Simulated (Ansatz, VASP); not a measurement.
# One calculation of Cs, two programs

Contents of INCAR:

```
SYSTEM = Cs
PREC = Accurate
ENCUT = 520
EDIFF = 1E-7
ISMEAR = -1
SIGMA = 0.05
LREAL = .False.
LASPH = .True.
NELM = 80
ALGO = Normal
ISIF = 2
LWAVE = .False.
LCHARG = .False.
GGA = PS
NBANDS = 10
```

KPOINTS

```
Automatic mesh
0
Gamma
  6 6 6
  0 0 0
```

Contents of POSCAR:

```
Cs
1.0
   -3.0646009157      3.0646009157      3.0646009157
    3.0646009157     -3.0646009157      3.0646009157
    3.0646009157      3.0646009157     -3.0646009157
Cs
1
Direct
    0.0000000000      0.0000000000      0.0000000000
```

Contents of input.yaml:

```yaml
crystal:
  lattice:
    - [-3.0646009157, 3.0646009157, 3.0646009157]
    - [3.0646009157, -3.0646009157, 3.0646009157]
    - [3.0646009157, 3.0646009157, -3.0646009157]
  atoms:
    - { symbol: Cs, position: [0.0, 0.0, 0.0] }
hamiltonian:
  xc: pbesol
  pseudopotentials: { kind: paw }
kpoints:
  mp_grid: { grid: [6, 6, 6] }
scf:
  occupations: { method: fermi_dirac, width: 0.05 }
output:
  forces: true
  stress: true
  eigenvalues: true
  write_density: true
  write_potential: true
  elf: true
  volumetric_format: npy
```

Alike in both runs: task single point; functional PBEsol; k mesh 6 × 6 × 6; occupations fermi-dirac, width 0.05 eV; no spin polarisation.

```csv
,VASP,Ansatz
version,VASP 6.6.1,Ansatz 0.2.0
potentials or method,"VASP PAW PBE potentials, release 64 (Cs_sv)",Ansatz PAW
plane-wave cutoff (eV),520,420
valence electrons in the cell,9,9
```

```tsv
	VASP	Ansatz	Ansatz less VASP
gap on the k mesh at the Fermi level (eV)	none	none	-
pressure (GPa)	-0.1	-0.1	+0.01
```

VASP's potentials were made for PBE, not for PBEsol. A gap of «none» marks a metal or a gap that the smearing closes.

Neither program's run includes spin-orbit coupling.
